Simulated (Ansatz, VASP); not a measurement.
Two plane-wave programs on SiC

The input INCAR:

```
SYSTEM = SiC
PREC = Accurate ; ENCUT = 520
EDIFF = 1E-6 ; ISMEAR = 0
SIGMA = 0.05 ; LREAL = .False.
LASPH = .True. ; NELM = 100
ALGO = Normal ; ISIF = 2
LWAVE = .False. ; LCHARG = .True.
GGA = PE ; LELF = .True.
LVHAR = .True. ; NBANDS = 26
```

The input KPOINTS:

```
Automatic mesh
0
Gamma
  10 10 3
  0 0 0
```

The input POSCAR:

```
SiC
1.0
   -3.0941201809      0.0000000000      0.0000000000
   -1.5470600905     -2.6795866790      0.0000000000
    0.0000000000      0.0000000000     13.1293391998
Si C
4 4
Direct
    0.6666666667      0.6666666667      0.0725554777
    0.3333333333      0.3333333333      0.4583075344
    1.0000000000      1.0000000000      0.6512262801
    1.0000000000      1.0000000000      0.2654742234
    0.6666666667      0.6666666667      0.6989884714
    0.3333333333      0.3333333333      0.3132364147
    0.0000000000      0.0000000000      0.5066064863
    0.0000000000      0.0000000000      0.1208544295
```

Input for Ansatz:

```yaml
crystal:
  lattice:
    - [-3.0941201809, 0.0, 0.0]
    - [-1.5470600905, -2.679586679, 0.0]
    - [0.0, 0.0, 13.1293391998]
  atoms:
    - { symbol: Si, position: [0.6666666667, 0.6666666667, 0.0725554777] }
    - { symbol: Si, position: [0.3333333333, 0.3333333333, 0.4583075344] }
    - { symbol: Si, position: [1.0, 1.0, 0.6512262801] }
    - { symbol: Si, position: [1.0, 1.0, 0.2654742234] }
    - { symbol: C, position: [0.6666666667, 0.6666666667, 0.6989884714] }
    - { symbol: C, position: [0.3333333333, 0.3333333333, 0.3132364147] }
    - { symbol: C, position: [0.0, 0.0, 0.5066064863] }
    - { symbol: C, position: [0.0, 0.0, 0.1208544295] }
basis:
  ecutwfc: 420
kpoints:
  mp_grid: { grid: [10, 10, 3] }
hamiltonian:
  xc: pbe
scf:
  occupations: { method: gaussian, width: 0.05 }
output:
  forces: true
  stress: true
  eigenvalues: true
```

Alike in both runs: task single point; functional PBE; k mesh 10 × 10 × 3; occupations gaussian, width 0.05 eV; no spin polarisation.

|  | VASP | Ansatz |
| --- | --- | --- |
| version | VASP 6.6.1 | Ansatz 0.2.0 |
| potentials or method | VASP PAW PBE potentials, release 64 (Si, C), cutoff 520 eV | scalar-relativistic, plane waves, PAW |
| valence electrons in the cell | 32 | 32 |

|  | VASP | Ansatz | Ansatz less VASP |
| --- | --- | --- | --- |
| gap on the k mesh at the Fermi level (eV) | none | none | - |
| pressure (GPa) | -0.6 | -0.6 | +0.03 |
| traceless stress, the component that is largest in VASP (GPa) | -1.45 | -1.37 | +0.075 |
| rms of the force components (eV/Å) | 0.821 | 0.822 | +0.0012 |

Atom by atom the forces differ by 0.005 eV/Å (rms over components). A gap of «none» marks a metal or a gap that the smearing closes.
